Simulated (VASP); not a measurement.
A run of VASP 6.6.1 is set up as follows.

Contents of INCAR:

```
ALGO = Normal
EDIFF = 1E-7
ENCUT = 520
GGA = PS
ISIF = 2
ISMEAR = 0
LASPH = T
LCHARG = F
LREAL = F
LWAVE = F
NBANDS = 60
NELM = 60
PREC = Accurate
SIGMA = 0.05
```

The input KPOINTS:

```
k-points
0
Gamma
  1 1 8
```

Contents of POSCAR:

```
Ag
1.0
   13.1000000000      0.0000000000      0.0000000000
    0.0000000000     12.2000000000      0.0000000000
    0.0000000000      0.0000000000      7.0224462601
Ag
9
Direct
    0.4684120905      0.5000000000      0.6666666667
    0.3420604526      0.5000000000      0.0000000000
    0.5947637285      0.5000000000      0.3333333333
    0.5315879095      0.3825040295      0.0000000000
    0.4052362715      0.6174959705      0.3333333333
    0.6579395474      0.6174959705      0.6666666667
    0.5315879095      0.6174959705      0.0000000000
    0.4052362715      0.3825040295      0.3333333333
    0.6579395474      0.3825040295      0.6666666667
```

Potentials or basis: VASP PAW PBE potentials, release 64 (Ag).

Command:

```console
$ cat potpaw_PBE.64/Ag/POTCAR > POTCAR
$ mpirun -np 1 vasp_std > vasp.out
```

Estimate the largest force.

0.885 eV/Å.

Forces in eV/Å, atoms in the order of the input:
```
Ag   0.198  0.000  0.018
Ag   0.778  0.000  0.102
Ag  -0.327  0.000  0.215
Ag  -0.076  0.432 -0.073
Ag   0.398 -0.614 -0.109
Ag  -0.647 -0.604  0.014
Ag  -0.076 -0.432 -0.073
Ag   0.398  0.614 -0.109
Ag  -0.647  0.604  0.014
```

Caveat: the PAW data sets were made with another functional, which shifts forces and pressure a little.
